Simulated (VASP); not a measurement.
Al, 3 atoms in the cell. Symmetry: P6/mmm, No. 191, hexagonal system. The conventional cell has a = 4.522 Å, b = 4.522 Å, c = 2.798 Å, α = 90.00°, β = 90.00°, γ = 120.00°. Within 3.7 Å of Al (site symmetry 6/mmm) lie 14 Al at 2.80 to 2.96 Å. Al (site symmetry -6m2) has 11 Al at 2.61 to 2.96 Å within 3.4 Å. This isn't the form of Al at room conditions, which is fcc.

| Item | Value |
| --- | --- |
| Program | VASP 6.6.1 |
| Task | single point |
| Functional | PBE |
| Potentials or basis | VASP PAW PBE potentials, release 64 (Al) |
| Cutoff | 500 eV |
| k mesh | 9 × 9 × 12 |
| Occupations | fermi-dirac, width 0.1 eV |
| Spin | no spin polarisation |
| Dipole correction | no |
| Further INCAR settings | ALGO = Normal; EDIFF = 1e-06; NBANDS = 12 |

Potentials or basis: VASP PAW PBE potentials, release 64 (Al).

The run is started by

```console
$ cat potpaw_PBE.64/Al/POTCAR > POTCAR
$ mpirun -np 1 vasp_std > vasp.out
```

Hardware: 1 thread of Intel(R) Xeon(R) Platinum 8488C (Sapphire Rapids) (shared host).

Task: How long does it take, and how much memory?

Result: Run time: 20 s on 1 thread of Intel(R) Xeon(R) Platinum 8488C (Sapphire Rapids) (shared host), peak memory 0.18 GiB. Counts: scf iterations 11, k points 84.
